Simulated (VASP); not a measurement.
# KCl (I4/mmm) in VASP: a series of runs, part 2 of 2

VASP 6.6.1. Earlier steps stand in the parts before.

## Step 3: Single point, PBEsol (strain +0.080 along x and y, +0.000 along z)

The input, INCAR:

```
PREC     = Accurate       # precision mode
ENCUT    = 520            # plane-wave cutoff, eV
EDIFF    = 1E-6           # SCF threshold, eV
ISMEAR   = 0              # smearing method
SIGMA    = 0.05           # smearing width, eV
LREAL    = F              # projectors in reciprocal space
LASPH    = T              # aspherical terms in the spheres
NELM     = 80             # most SCF steps
ALGO     = Normal         # electronic algorithm
ISIF     = 2              # what is computed and relaxed
LWAVE    = F              # write WAVECAR
LCHARG   = F              # write CHGCAR
GGA      = PS             # functional
NBANDS   = 15             # bands
```

The input, KPOINTS:

```
regular mesh
0
Gamma
  6 6 6
```

The input, POSCAR:

```
KCl
1.0
    0.0000000000      3.4085880000      3.1561000000
    3.4085880000      0.0000000000      3.1561000000
    3.4085880000      3.4085880000      0.0000000000
K Cl
1 1
Direct
    0.0000000000      0.0000000000      0.0000000000
    0.5000000000      0.5000000000      0.5000000000
```

Potentials or basis: VASP PAW PBE potentials, release 64 (K_sv, Cl).

Launch:

```
$ cat potpaw_PBE.64/K_sv/POTCAR potpaw_PBE.64/Cl/POTCAR > POTCAR
$ mpirun -np 1 vasp_std > vasp.out
```

Wall time 25 s (1 thread of Intel Xeon Platinum 8488C (Sapphire Rapids), shared host); peak memory 0.2 GiB.

It converged, with:

```yaml
Free_energy: -6.9152 eV
Pressure: -2.0 GPa
Band_gap_on_the_k_mesh: 4.55 eV, direct
```

Stress tensor (GPa, compression positive):
```
-2.32  0.00  0.00
 0.00 -2.32  0.00
 0.00  0.00 -1.29
```

Levels at points of the mesh, in eV from the valence-band top:
```tsv
k point	band 4	band 5	band 6	band 7	band 8	band 9	band 10	band 11	band 12	band 13
(0.00, 0.00, 0.00)	-10.99	-10.98	-0.01	-0.01	0.00	4.55	8.05	8.05	8.49	8.80
(0.50, 0.00, 0.00)	-10.99	-10.78	-0.84	-0.24	-0.23	6.98	7.83	9.87	10.04	10.42
(0.50, 0.50, 0.00)	-11.03	-11.03	-0.52	-0.24	-0.24	6.44	7.68	9.34	9.95	9.96
(0.50, 0.00, 0.50)	-11.01	-11.01	-0.58	-0.19	-0.15	6.56	7.49	8.86	9.82	9.95
```

Caveat: the cell differs from its parent crystal (strain +0.080 along x and y, +0.000 along z); the PAW data sets were made with another functional, which shifts forces and pressure a little.

## Step 4: Single point, PBEsol (strain +0.080 along x and y, +0.040 along z)

The input, INCAR:

```
SYSTEM = KCl
PREC = Accurate ; ENCUT = 520
EDIFF = 1E-6 ; ISMEAR = 0
SIGMA = 0.05 ; LREAL = .False.
LASPH = .True. ; NELM = 80
ALGO = Normal ; ISIF = 2
LWAVE = .False. ; LCHARG = .False.
GGA = PS ; NBANDS = 15
```

The input, KPOINTS:

```
Automatic mesh
0
Gamma
  6 6 6
  0 0 0
```

The input, POSCAR:

```
KCl
1.0
    0.0000000000      3.4085880000      3.2823440000
    3.4085880000      0.0000000000      3.2823440000
    3.4085880000      3.4085880000      0.0000000000
K Cl
1 1
Direct
    0.0000000000      0.0000000000      0.0000000000
    0.5000000000      0.5000000000      0.5000000000
```

Potentials or basis: VASP PAW PBE potentials, release 64 (K_sv, Cl).

Launch:

```
$ cat potpaw_PBE.64/K_sv/POTCAR potpaw_PBE.64/Cl/POTCAR > POTCAR
$ mpirun -np 1 vasp_std > vasp.out
```

OUTCAR:

```text
SYSTEM = KCl
   PREC = Accurate
   ENCUT = 520
   EDIFF = 1E-6
   ISMEAR = 0
   LREAL = .False.
   LASPH = .True.
   NELM = 80
   ISIF = 2
   GGA = PS

 ion  position               nearest neighbor table
   1  0.000  0.000  0.000-
   2  0.500  0.500  0.500-

  LATTYP: Found a body centered tetragonal cell.
 ALAT       =     4.8204713781
 C/A-ratio  =     1.3618352823

  Lattice vectors:

 A1 = (   0.0000000000,  -3.4085880000,  -3.2823440000)
 A2 = (   0.0000000000,   3.4085880000,  -3.2823440000)
[... 616 lines left out ...]

------------------------ aborting loop because EDIFF is reached ----------------------------------------

  FORCE on cell =-STRESS in cart. coord.  units (eV):
  Direction    XX          YY          ZZ          XY          YZ          ZX
  --------------------------------------------------------------------------------------
  -------------------------------------------------------------------------------------
  Total       -1.1625421     -1.1625421     -1.0308688      0.0000000      0.0000000     -0.0000000
  in kB      -24.4205906    -24.4205906    -21.6546339      0.0000000      0.0000000     -0.0000000
  external PRESSURE =     -23.4986050 kB  Pullay stress =       0.0000000 kB

 VOLUME and BASIS-vectors are now :
 -----------------------------------------------------------------------------
  energy-cutoff  :      520.00
  volume of cell :       76.27
      direct lattice vectors                 reciprocal lattice vectors
     0.000000000  3.408588000  3.282344000    -0.146688306  0.146688306  0.152330164
     3.408588000  0.000000000  3.282344000     0.146688306 -0.146688306  0.152330164
     3.408588000  3.408588000  0.000000000     0.146688306  0.146688306 -0.152330164

 POSITION                                       TOTAL-FORCE (eV/Angst)
 -----------------------------------------------------------------------------------
      0.00000      0.00000      0.00000         0.000000      0.000000     -0.000000
      3.40859      3.40859      3.28234        -0.000000      0.000000      0.000000
 -----------------------------------------------------------------------------------
    total drift:                                0.000000      0.000000      0.000000

  FREE ENERGIE OF THE ION-ELECTRON SYSTEM (eV)
  ---------------------------------------------------
  free  energy   TOTEN  =        -6.8832108516 eV

  energy  without entropy=       -6.8832108516  energy(sigma->0) =       -6.88321085
```

OSZICAR:

```text
N       E                     dE             d eps       ncg     rms          rms(c)
DAV:   1     0.101332852814E+03    0.10133E+03   -0.67791E+03   900   0.923E+02
DAV:   2     0.647428310619E-01   -0.10127E+03   -0.93088E+02  1161   0.227E+02
DAV:   3    -0.694878975680E+01   -0.70135E+01   -0.69715E+01  1250   0.526E+01
DAV:   4    -0.719954513515E+01   -0.25076E+00   -0.25070E+00  1378   0.915E+00
DAV:   5    -0.720129391403E+01   -0.17488E-02   -0.17488E-02  1306   0.775E-01    0.261E+00
DAV:   6    -0.688908726108E+01    0.31221E+00   -0.44043E-01  1138   0.316E+00    0.203E+00
DAV:   7    -0.686819423327E+01    0.20893E-01   -0.95456E-02  1201   0.167E+00    0.126E+00
DAV:   8    -0.688135828071E+01   -0.13164E-01   -0.20940E-02  1307   0.100E+00    0.221E-01
DAV:   9    -0.688241564644E+01   -0.10574E-02   -0.18842E-03  1166   0.260E-01    0.108E-01
DAV:  10    -0.688318158060E+01   -0.76593E-03   -0.74922E-04  1005   0.175E-01    0.292E-02
DAV:  11    -0.688320654567E+01   -0.24965E-04   -0.62826E-05  1239   0.457E-02    0.265E-02
DAV:  12    -0.688321028039E+01   -0.37347E-05   -0.27032E-05  1047   0.246E-02    0.656E-03
DAV:  13    -0.688321085165E+01   -0.57125E-06   -0.18515E-06  1060   0.881E-03
   1 F= -.68832109E+01 E0= -.68832109E+01  d E =-.755413E-16
```

Wall time 23 s (1 thread of Intel Xeon Platinum 8488C (Sapphire Rapids), shared host); peak memory 0.21 GiB.

What came out:

| Item | Value |
| --- | --- |
| Free energy | -6.8832 eV |
| Pressure | -2.3 GPa |
| Band gap on the k mesh | 4.46 eV, direct |

Caveat: the cell differs from its parent crystal (strain +0.080 along x and y, +0.040 along z); the PAW data sets were made with another functional, which shifts forces and pressure a little.

## Step 5: Summary

| cell | gap on the mesh (eV) | pressure (GPa) |
| --- | --- | --- |
| a = 4.561, b = 4.561, c = 4.820 Å, angles 58.1, 58.1, 63.8°, 2 atoms | 4.63 | -1.3 |
| a = 4.645, b = 4.645, c = 4.820 Å, angles 58.7, 58.7, 62.5°, 2 atoms | 4.55 | -2.0 |
| a = 4.732, b = 4.732, c = 4.820 Å, angles 59.4, 59.4, 61.2°, 2 atoms | 4.46 | -2.3 |

Alike in all rows: task single point; level PBEsol; potentials or basis VASP PAW PBE potentials, release 64 (K_sv, Cl); no spin polarisation; k mesh 6 × 6 × 6; cutoff (eV) 520; smearing gaussian 0.05 eV.

Caveats: the PAW data sets were made with another functional, which shifts forces and pressure a little.

Total energies depend on the potentials used, so only differences within one code and one set of settings carry meaning.
